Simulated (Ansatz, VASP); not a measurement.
**Ti: VASP beside Ansatz**

INCAR

```
PREC = Accurate
ENCUT = 600
EDIFF = 1E-6
ISMEAR = -1
SIGMA = 0.05
LREAL = False
LASPH = True
NELM = 60
ALGO = Normal
ISIF = 3
LWAVE = False
LCHARG = False
GGA = PS
IBRION = 2
NSW = 80
EDIFFG = -0.01
```

File KPOINTS:

```
Automatic mesh
0
Gamma
  11 11 11
```

POSCAR

```
Ti
1.0
   -1.6410000000      1.6410000000      1.6410000000
    1.6410000000     -1.6410000000      1.6410000000
    1.6410000000      1.6410000000     -1.6410000000
Ti
1
Direct
    0.0000000000      0.0000000000      0.0000000000
```

Contents of input.yaml:

```yaml
crystal:
  lattice:
    - [-1.641, 1.641, 1.641]
    - [1.641, -1.641, 1.641]
    - [1.641, 1.641, -1.641]
  atoms:
    - { symbol: Ti, position: [0.0, 0.0, 0.0] }
kpoints:
  mp_grid: { grid: [11, 11, 11] }
scf:
  occupations: { method: fermi_dirac, width: 0.05 }
hamiltonian:
  xc: pbesol
  pseudopotentials: { kind: all_electron, lapw: { basis_error: 0.001 } }
output:
  forces: true
  stress: true
relax:
  f_tol: 0.01
  max_steps: 60
  cell: {}
```

Alike in both runs: task relaxation of cell and atoms; functional PBEsol; k mesh 11 × 11 × 11; occupations fermi-dirac, width 0.05 eV; no spin polarisation.

|  | VASP | Ansatz |
| --- | --- | --- |
| version | VASP 6.6.1 | Ansatz 0.2.0 |
| potentials or method | VASP PAW PBE potentials, release 64 (Ti_sv), cutoff 600 eV | all-electron LAPW, scalar-relativistic |

Ansatz gave:

* relaxed volume (Å³/atom): 16.52
* relaxed cell length with the largest relative difference (Å): 2.779

Estimate VASP's values.

relaxed volume (Å³/atom): 16.48; relaxed cell length with the largest relative difference (Å): 2.777.

VASP's potentials were made for PBE, not for PBEsol. Ansatz ran all-electron here, and VASP with PAW potentials.
